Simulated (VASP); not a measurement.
# CaO (I-4m2) in VASP: a series of runs

CaO is run at these levels: r2SCAN; tasks: single point.

All numbers are computed with VASP 6.6.1; they aren't measurements. Logs are shortened: lines on timing, memory, paths and dates and some standing lists are left out, and cuts for length are marked.

## Step 1: The cell of the first run

The structure is tetragonal, space group I-4m2 (No. 119). The conventional cell has a = 3.686 Å, b = 3.686 Å, c = 5.045 Å, α = 90.00°, β = 90.00°, γ = 90.00°. Within 3.0 Å of Ca (site symmetry -4m2) lie 4 O at 2.23 Å. O (site symmetry -4m2) has 4 Ca at 2.23 Å within 3.0 Å.

## Step 2: Single point, r2SCAN (uniaxial z strain -3.2%)

POSCAR

```
CaO
1.0
    0.0000000000      2.6067317416      2.5222736332
    2.6067317416      0.0000000000      2.5222736332
    2.6067317416      2.6067317416      0.0000000000
Ca O
1 1
Direct
    0.0000000000      0.0000000000      0.0000000000
    0.2500000000      0.2500000000      0.2500000000
```

INCAR.step1

```
SYSTEM = CaO
PREC     = Accurate       ! precision mode
ENCUT    = 910            ! plane-wave cutoff, eV
ISMEAR   = 0              ! smearing method
SIGMA    = 0.01           ! smearing width, eV
LREAL    = .FALSE.        ! projectors in reciprocal space
LASPH    = .TRUE.         ! aspherical terms in the spheres
NELM     = 120            ! most SCF steps
NBANDS   = 15             ! bands
GGA      = PE             ! functional
ALGO     = Normal         ! electronic algorithm
EDIFF    = 1E-5           ! SCF threshold, eV
LWAVE    = .TRUE.         ! write WAVECAR
LCHARG   = .FALSE.        ! write CHGCAR
GGA_COMPAT= .FALSE.
```

INCAR.step2

```
SYSTEM = CaO
PREC     = Accurate       ! precision mode
ENCUT    = 910            ! plane-wave cutoff, eV
EDIFF    = 1E-6           ! SCF threshold, eV
ISMEAR   = 0              ! smearing method
SIGMA    = 0.01           ! smearing width, eV
LREAL    = .FALSE.        ! projectors in reciprocal space
LASPH    = .TRUE.         ! aspherical terms in the spheres
NELM     = 120            ! most SCF steps
ALGO     = Normal         ! electronic algorithm
ISIF     = 2              ! what is computed and relaxed
LWAVE    = .FALSE.        ! write WAVECAR
LCHARG   = .TRUE.         ! write CHGCAR
METAGGA  = R2SCAN         ! meta-GGA
LMIXTAU  = .TRUE.       
LELF     = .TRUE.         ! ELF
LVHAR    = .TRUE.       
NBANDS   = 15             ! bands
ISTART   = 1            
GGA_COMPAT= .FALSE.
```

KPOINTS

```
Automatic mesh
0
G
  8 8 8
  0 0 0
```

Potentials or basis: VASP PAW PBE potentials, release 64 (Ca_sv, O_h).

Started as:

```
> cat potpaw_PBE.64/Ca_sv/POTCAR potpaw_PBE.64/O_h/POTCAR > POTCAR
> cp INCAR.step1 INCAR
> mpirun -np 1 vasp_std > vasp.out
> cp INCAR.step2 INCAR
> mpirun -np 1 vasp_std > vasp.out
```

OUTCAR:

```text
SYSTEM = CaO
   PREC = Accurate
   ENCUT = 910
   EDIFF = 1E-6
   ISMEAR = 0
   LREAL = .FALSE.
   LASPH = .TRUE.
   NELM = 120
   ISIF = 2
   METAGGA = R2SCAN
   ISTART = 1

 ion  position               nearest neighbor table
   1  0.000  0.000  0.000-   2 2.23   2 2.23   2 2.23   2 2.23
   2  0.250  0.250  0.250-   1 2.23   1 2.23   1 2.23   1 2.23

  LATTYP: Found a body centered tetragonal cell.
 ALAT       =     3.6864753824
 C/A-ratio  =     1.3683930430

  Lattice vectors:

 A1 = (   0.0000000000,  -2.6067317416,  -2.5222736332)
 A2 = (   0.0000000000,   2.6067317416,  -2.5222736332)
 A3 = (   2.6067317416,   0.0000000000,   2.5222736332)

Analysis of symmetry for initial positions (statically):
=====================================================================
 Subroutine PRICEL returns:
 Original cell was already a primitive cell.

 Routine SETGRP: Setting up the symmetry group for a
 body centered tetragonal supercell.

 Subroutine GETGRP returns: Found  8 space group operations
 (whereof  8 operations were pure point group operations)
 out of a pool of 16 trial point group operations.

The static configuration has the point symmetry D_2d.

Analysis of symmetry for dynamics (positions and initial velocities):
=====================================================================
 Subroutine PRICEL returns:
 Original cell was already a primitive cell.

 Routine SETGRP: Setting up the symmetry group for a
 body centered tetragonal supercell.

 Subroutine GETGRP returns: Found  8 space group operations
 (whereof  8 operations were pure point group operations)
 out of a pool of 16 trial point group operations.

The dynamic configuration has the point symmetry D_2d.

 Subroutine INISYM returns: Found  8 space group operations
 (whereof  8 operations are pure point group operations),
 and found     1 'primitive' translations

----------------------------------------------------------------------------------------

                                     Primitive cell

  volume of cell :      34.2780

  direct lattice vectors                    reciprocal lattice vectors
     0.000000000  2.606731742  2.522273633    -0.191811068  0.191811068  0.198233845
     2.606731742  0.000000000  2.522273633     0.191811068 -0.191811068  0.198233845
     2.606731742  2.606731742  0.000000000     0.191811068  0.191811068 -0.198233845

  length of vectors
     3.627246153  3.627246153  3.686475382     0.335975638  0.335975638  0.335975638

  position of ions in fractional coordinates (direct lattice)
     0.000000000  0.000000000  0.000000000
     0.250000000  0.250000000  0.250000000

  ion indices of the primitive-cell ions
   primitive index   ion index
                 1           1
[... 88 lines left out ...]
   ISMEAR =     0;   SIGMA  =   0.01  broadening in eV -4-tet -1-fermi 0-gaus
   EFERMI_NEDOS =   21; number of points for ismear=-14 and -15
   IALGO  =     38    algorithm
   IMIX   =      4    mixing-type and parameters
     AMIX     =   0.40;   BMIX     =  1.00
     AMIX_MAG =   1.60;   BMIX_MAG =  1.00
  volume/ion in A,a.u.               =      17.14       115.66
  Fermi-wavevector in a.u.,A,eV,Ry     =   1.269920  2.399802 21.942089  1.612698
  Thomas-Fermi vector in A             =   2.402936
   LORBIT       =      0    0 simple, 1 ext, 2 COOP (PROOUT), +10 PAW based schemes
   METAGGA = R2SCAN    functional components
   LHFCALC =     F    Hartree Fock is set to
   AEXX    =    0.0000 exact exchange contribution
   IVDW    =     0    specifies the selected vdW correction
   LEPSILON=     F    determine dielectric tensor
   LRPA    =     F    only Hartree local field effects (RPA)
 non-spin polarized calculation
 Gauss-broadening in eV      SIGMA  =   0.01
  energy-cutoff  :      910.00
  volume of cell :       34.28
 maximum number of plane-waves:      2153
   NGX = 17   NGY = 17   NGZ = 19

 number of electron      16.0000001 magnetization

 Free energy of the ion-electron system (eV)
  ---------------------------------------------------
  ext. energy  EPLUGINS =         0.00000000
  ---------------------------------------------------
  free energy    TOTEN  =       -18.93317484 eV

  energy without entropy =      -18.93317484  energy(sigma->0) =      -18.93317484

 E-fermi :   0.6600     XC(G=0):  -9.7391

 val. band max:        0.5407382222   @ k =   0.5000   0.0000   0.5000
 cond. band min:       4.3701396136   @ k =   0.0000   0.0000   0.0000
 fundamental gap:      3.8294013914
 Fermi energy:         0.6599899445

 k-point     1 :       0.0000    0.0000    0.0000
  band No.  band energies     occupation
      1     -37.8974      2.00000
      2     -17.9561      2.00000
      3     -17.9467      2.00000
      4     -17.9467      2.00000
      5     -15.2892      2.00000
      6      -0.1718      2.00000
      7      -0.1718      2.00000
      8      -0.1489      2.00000
      9       4.3701      0.00000
     10       9.1788      0.00000
     11       9.4369      0.00000
     12      10.9219      0.00000
     13      10.9219      0.00000
     14      11.2222      0.00000
[... 401 lines left out ...]
      2     -18.6851      2.00000
      3     -18.0383      2.00000
      4     -18.0178      2.00000
      5     -14.5488      2.00000
      6      -0.5725      2.00000
      7       0.0385      2.00000
      8       0.1601      2.00000
      9       6.7779      0.00000
     10       8.0688      0.00000
     11       9.4817      0.00000
     12      10.3390      0.00000
     13      10.9993      0.00000
     14      11.4355      0.00000
     15      13.9531      0.00000

 [... further k-points ...]

------------------------ aborting loop because EDIFF is reached ----------------------------------------

  FORCE on cell =-STRESS in cart. coord.  units (eV):
  Direction    XX          YY          ZZ          XY          YZ          ZX
  --------------------------------------------------------------------------------------
  -------------------------------------------------------------------------------------
  Total        0.7710181      0.7710181      0.8023082      0.0000000      0.0000000      0.0000000
  in kB       36.0379644     36.0379644     37.5004890      0.0000000      0.0000000      0.0000000
  external PRESSURE =      36.5254726 kB  Pullay stress =       0.0000000 kB

 VOLUME and BASIS-vectors are now :
 -----------------------------------------------------------------------------
  energy-cutoff  :      910.00
  volume of cell :       34.28
      direct lattice vectors                 reciprocal lattice vectors
     0.000000000  2.606731742  2.522273633    -0.191811068  0.191811068  0.198233845
     2.606731742  0.000000000  2.522273633     0.191811068 -0.191811068  0.198233845
     2.606731742  2.606731742  0.000000000     0.191811068  0.191811068 -0.198233845

 POSITION                                       TOTAL-FORCE (eV/Angst)
 -----------------------------------------------------------------------------------
      0.00000      0.00000      0.00000         0.000000      0.000000     -0.000000
      1.30337      1.30337      1.26114        -0.000000     -0.000000      0.000000
 -----------------------------------------------------------------------------------
    total drift:                                0.000000      0.000000      0.000000

  FREE ENERGIE OF THE ION-ELECTRON SYSTEM (eV)
  ---------------------------------------------------
  free  energy   TOTEN  =       -18.9331748429 eV

  energy  without entropy=      -18.9331748429  energy(sigma->0) =      -18.93317484
```

OUTCAR.step1:

```text
SYSTEM = CaO
   PREC = Accurate
   ENCUT = 910
   ISMEAR = 0
   LREAL = .FALSE.
   LASPH = .TRUE.
[... 654 lines left out ...]
      0.00000      0.00000      0.00000        -0.000000     -0.000000     -0.000000
      1.30337      1.30337      1.26114         0.000000      0.000000      0.000000
 -----------------------------------------------------------------------------------
    total drift:                                0.000000      0.000000      0.000000

  FREE ENERGIE OF THE ION-ELECTRON SYSTEM (eV)
  ---------------------------------------------------
  free  energy   TOTEN  =       -12.4211218462 eV

  energy  without entropy=      -12.4211218462  energy(sigma->0) =      -12.42112185
```

OSZICAR.step1:

```text
N       E                     dE             d eps       ncg     rms          rms(c)
DAV:   1     0.173167395593E+03    0.17317E+03   -0.11359E+04  1770   0.162E+03
DAV:   2     0.145169921639E+01   -0.17172E+03   -0.15544E+03  2176   0.344E+02
DAV:   3    -0.145238795249E+02   -0.15976E+02   -0.15654E+02  2129   0.946E+01
DAV:   4    -0.150351472965E+02   -0.51127E+00   -0.51084E+00  2619   0.159E+01
DAV:   5    -0.150417627125E+02   -0.66154E-02   -0.66148E-02  2207   0.188E+00    0.995E+00
DAV:   6    -0.125208937777E+02    0.25209E+01   -0.81641E+00  2384   0.250E+01    0.427E+00
DAV:   7    -0.124293851482E+02    0.91509E-01   -0.87312E-01  1977   0.923E+00    0.204E+00
DAV:   8    -0.124209505199E+02    0.84346E-02   -0.14733E-01  2330   0.424E+00    0.566E-01
DAV:   9    -0.124191414058E+02    0.18091E-02   -0.12166E-02  2312   0.106E+00    0.172E-01
DAV:  10    -0.124211067158E+02   -0.19653E-02   -0.17119E-03  1903   0.366E-01    0.641E-02
DAV:  11    -0.124211219916E+02   -0.15276E-04   -0.56768E-04  2231   0.184E-01    0.304E-02
DAV:  12    -0.124211218462E+02    0.14542E-06   -0.73971E-05  2379   0.998E-02
   1 F= -.12421122E+02 E0= -.12421122E+02  d E =-.310965-144
```

It took 7.2 min on 1 thread of AMD EPYC 7R43 (Zen 3), shared host; peak memory 0.22 GiB.

What came out:

```yaml
Free_energy: -18.9332 eV
Pressure: 3.7 GPa
Band_gap_on_the_k_mesh: 3.83 eV (least direct gap 4.52 eV)
```

Levels at points of the mesh, in eV from the valence-band top:
```
           k point  band 6  band 7  band 8  band 9  band 10  band 11
(0.00, 0.00, 0.00)   -0.71   -0.71   -0.69    3.83     8.64     8.90
(0.50, 0.00, 0.00)   -1.03   -0.46   -0.39    6.68     8.62     8.69
(0.50, 0.50, 0.00)   -1.51   -0.05   -0.05    5.46     7.35     9.91
(0.50, 0.00, 0.50)   -1.52   -0.02    0.00    5.35     7.26     9.92
```

Caveat: the cell differs from its parent crystal (uniaxial z strain -3.2%); the cutoff is under 1.25 times the usual one of these potentials, so pressure, stress and relaxed cells hold a basis-set (Pulay) error; the cell stands under pressure; the PAW data sets were made with another functional, which shifts forces and pressure a little. A k mesh can miss the band edges.

## Step 3: Single point, r2SCAN (biaxial xy strain -0.5%)

POSCAR

```
CaO
1.0
    0.0000000000      2.5944801024      2.6067317416
    2.5944801024      0.0000000000      2.6067317416
    2.5944801024      2.5944801024      0.0000000000
Ca O
1 1
Direct
    0.0000000000      0.0000000000      0.0000000000
    0.2500000000      0.2500000000      0.2500000000
```

INCAR.step1

```
ALGO = Normal
EDIFF = 1E-5
ENCUT = 910
GGA = PE
GGA_COMPAT = F
ISMEAR = 0
LASPH = T
LCHARG = F
LREAL = F
LWAVE = T
NBANDS = 15
NELM = 120
PREC = Accurate
SIGMA = 0.01
```

INCAR.step2

```
ALGO = Normal
EDIFF = 1E-6
ENCUT = 910
GGA_COMPAT = F
ISIF = 2
ISMEAR = 0
ISTART = 1
LASPH = T
LCHARG = F
LMIXTAU = T
LREAL = F
LWAVE = F
METAGGA = R2SCAN
NBANDS = 15
NELM = 120
PREC = Accurate
SIGMA = 0.01
```

KPOINTS

```
k-points
0
Gamma
  8 8 8
```

Potentials or basis: VASP PAW PBE potentials, release 64 (Ca_sv, O_h).

Started as:

```
> cat potpaw_PBE.64/Ca_sv/POTCAR potpaw_PBE.64/O_h/POTCAR > POTCAR
> cp INCAR.step1 INCAR
> mpirun -np 1 vasp_std > vasp.out
> cp INCAR.step2 INCAR
> mpirun -np 1 vasp_std > vasp.out
```

OUTCAR:

```text
EDIFF = 1E-6
   ENCUT = 910
   ISIF = 2
   ISMEAR = 0
   ISTART = 1
   LASPH = T
   LREAL = F
   METAGGA = R2SCAN
   NELM = 120
   PREC = Accurate

 ion  position               nearest neighbor table
   1  0.000  0.000  0.000-   2 2.25   2 2.25   2 2.25   2 2.25
   2  0.250  0.250  0.250-   1 2.25   1 2.25   1 2.25   1 2.25

  LATTYP: Found a body centered tetragonal cell.
 ALAT       =     3.6691489481
 C/A-ratio  =     1.4208917536

  Lattice vectors:

[... 616 lines left out ...]

 [... further k-points ...]

------------------------ aborting loop because EDIFF is reached ----------------------------------------

  FORCE on cell =-STRESS in cart. coord.  units (eV):
  Direction    XX          YY          ZZ          XY          YZ          ZX
  --------------------------------------------------------------------------------------
  -------------------------------------------------------------------------------------
  Total        0.3392563      0.3392563      0.3264504      0.0000000      0.0000000     -0.0000000
  in kB       15.4885762     15.4885762     14.9039299      0.0000000      0.0000000     -0.0000000
  external PRESSURE =      15.2936941 kB  Pullay stress =       0.0000000 kB

 VOLUME and BASIS-vectors are now :
 -----------------------------------------------------------------------------
  energy-cutoff  :      910.00
  volume of cell :       35.09
      direct lattice vectors                 reciprocal lattice vectors
     0.000000000  2.594480102  2.606731742    -0.192716837  0.192716837  0.191811068
     2.594480102  0.000000000  2.606731742     0.192716837 -0.192716837  0.191811068
     2.594480102  2.594480102  0.000000000     0.192716837  0.192716837 -0.191811068

 POSITION                                       TOTAL-FORCE (eV/Angst)
 -----------------------------------------------------------------------------------
      0.00000      0.00000      0.00000        -0.000000     -0.000000      0.000000
      1.29724      1.29724      1.30337         0.000000      0.000000     -0.000000
 -----------------------------------------------------------------------------------
    total drift:                                0.000000      0.000000      0.000000

  FREE ENERGIE OF THE ION-ELECTRON SYSTEM (eV)
  ---------------------------------------------------
  free  energy   TOTEN  =       -18.9481280010 eV

  energy  without entropy=      -18.9481280010  energy(sigma->0) =      -18.94812800
```

OUTCAR.step1:

```text
EDIFF = 1E-5
   ENCUT = 910
   GGA = PE
   ISMEAR = 0
   LASPH = T
[... 653 lines left out ...]
 -----------------------------------------------------------------------------------
      0.00000      0.00000      0.00000         0.000000      0.000000      0.000000
      1.29724      1.29724      1.30337        -0.000000     -0.000000     -0.000000
 -----------------------------------------------------------------------------------
    total drift:                               -0.000000     -0.000000      0.000000

  FREE ENERGIE OF THE ION-ELECTRON SYSTEM (eV)
  ---------------------------------------------------
  free  energy   TOTEN  =       -12.4408820134 eV

  energy  without entropy=      -12.4408820134  energy(sigma->0) =      -12.44088201
```

It took 3.7 min on 1 thread of AMD EPYC 7R13 (Zen 3), shared host; peak memory 0.22 GiB.

What came out:

```yaml
Free_energy: -18.9481 eV
Pressure: 1.5 GPa
Band_gap_on_the_k_mesh: 3.76 eV (least direct gap 4.41 eV)
```

Levels at points of the mesh, in eV from the valence-band top:
```tsv
k point	band 5	band 6	band 7	band 8	band 9	band 10	band 11	band 12
(0.00, 0.00, 0.00)	-15.77	-0.65	-0.64	-0.64	3.76	8.68	8.71	10.32
(0.50, 0.00, 0.00)	-15.02	-1.00	-0.38	-0.37	6.61	8.57	8.58	8.87
(0.50, 0.50, 0.00)	-14.79	-1.45	0.00	0.00	5.34	7.24	9.80	10.10
(0.50, 0.00, 0.50)	-14.80	-1.45	-0.01	-0.01	5.36	7.25	9.80	10.09
```

Caveat: the cell differs from its parent crystal (biaxial xy strain -0.5%); the cutoff is under 1.25 times the usual one of these potentials, so pressure, stress and relaxed cells hold a basis-set (Pulay) error; the PAW data sets were made with another functional, which shifts forces and pressure a little. A k mesh can miss the band edges.
